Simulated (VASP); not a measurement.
A run of VASP 6.6.1:

File INCAR:

```
ALGO = Normal ; EDIFF = 1E-8
ENCUT = 520 ; GGA = PS
GGA_COMPAT = F ; ISIF = 2
ISMEAR = -1 ; LASPH = T
LCHARG = F ; LEFG = T
LREAL = F ; LWAVE = F
NBANDS = 26 ; NELM = 120
PREC = Accurate ; SIGMA = 0.02
```

The input KPOINTS:

```
k-points
0
Gamma
  14 14 8
```

File POSCAR:

```
GaN
1.0
    3.1800000000      0.0000000000      0.0000000000
   -1.5900000000      2.7539607840      0.0000000000
    0.0000000000      0.0000000000      5.1660000000
Ga N
2 2
Direct
    0.3333333333      0.6666666667      0.0000000000
    0.6666666667      0.3333333333      0.5000000000
    0.3333333333      0.6666666667      0.3750000000
    0.6666666667      0.3333333333      0.8750000000
```

Potentials or basis: VASP PAW PBE potentials, release 64 (Ga_d, N).

Run with:

```bash
$ cat potpaw_PBE.64/Ga_d/POTCAR potpaw_PBE.64/N/POTCAR > POTCAR
$ mpirun -np 1 vasp_std > vasp.out
```

Hardware: 1 thread of Intel Xeon 8259CL, on a shared host.

Estimate the wall time of this run.

Run time: 5.3 min on 1 thread of Intel Xeon 8259CL, on a shared host, peak memory 0.25 GiB. Counts: scf iterations 20, k points 120.
